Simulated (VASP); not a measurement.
A run of VASP 6.6.1 is set up as follows.

The input INCAR:

```
SYSTEM = VN
PREC = Accurate ; ENCUT = 600
EDIFF = 1E-6 ; ISMEAR = 0
SIGMA = 0.1 ; LREAL = .FALSE.
LASPH = .TRUE. ; NELM = 200
ALGO = Normal ; ISIF = 2
LWAVE = .FALSE. ; LCHARG = .FALSE.
ISPIN = 2 ; MAGMOM = 0.3 0
LORBIT = 11 ; LMAXMIX = 4
GGA = PE ; NBANDS = 20
GGA_COMPAT = .FALSE.
```

Contents of KPOINTS:

```
Automatic mesh
0
G
  2 2 2
  0 0 0
```

POSCAR

```
VN
1.0
    0.0000000000      2.0624650000      2.0624650000
    2.0624650000      0.0000000000      2.0624650000
    2.0624650000      2.0624650000      0.0000000000
V N
1 1
Direct
    0.0000000000      0.0000000000      0.0000000000
    0.5000000000      0.5000000000      0.5000000000
```

Potentials or basis: VASP PAW PBE potentials, release 64 (V_sv, N).

Launch:

```sh
$ cat potpaw_PBE.64/V_sv/POTCAR potpaw_PBE.64/N/POTCAR > POTCAR
$ mpirun -np 1 vasp_std > vasp.out
```

Q: What does it give for the pressure?

A: -0.9 GPa.

Q: What does it give for the net moment?

A: 0.00 μB per cell.

Caveat: the k points lie up to 1.32 Å⁻¹ apart.
